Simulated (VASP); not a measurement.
Write the native input for VASP 6.6.1 that does the following.

| Item | Value |
| --- | --- |
| Task | single point |
| Functional | PBEsol |
| Potentials or basis | VASP PAW PBE potentials, release 64 (In_d) |
| Cutoff | 520 eV |
| k mesh | 20 × 20 × 20 |
| Occupations | gaussian, width 0.15 eV |
| Spin | no spin polarisation |
| Dipole correction | no |
| Further INCAR settings | ALGO = Normal; EDIFF = 1e-06; NBANDS = 12 |

The structure of In lies in POSCAR:

```
In
1.0
   -1.8825252400      1.8825252400      1.8825252400
    1.8825252400     -1.8825252400      1.8825252400
    1.8825252400      1.8825252400     -1.8825252400
In
1
Direct
    0.0000000000      0.0000000000      0.0000000000
```

The input as run:

INCAR

```
SYSTEM = In
PREC = Accurate ; ENCUT = 520
EDIFF = 1E-6 ; ISMEAR = 0
SIGMA = 0.15 ; LREAL = .False.
LASPH = .True. ; NELM = 100
ALGO = Normal ; ISIF = 2
LWAVE = .False. ; LCHARG = .False.
GGA = PS ; NBANDS = 12
```

KPOINTS

```
regular mesh
0
Gamma
  20 20 20
  0 0 0
```

Potentials or basis: VASP PAW PBE potentials, release 64 (In_d).

Command:

```console
$ cat potpaw_PBE.64/In_d/POTCAR > POTCAR
$ mpirun -np 1 vasp_std > vasp.out
```

It gave:

| Quantity | Value |
| --- | --- |
| Pressure | -1.3 GPa |

Caveat: the PAW data sets were made with another functional, which shifts forces and pressure a little.

Wall time 46 s on 1 thread of AMD EPYC 7R43 64-Core Processor (Zen 3) (shared host), peak memory 0.16 GiB.
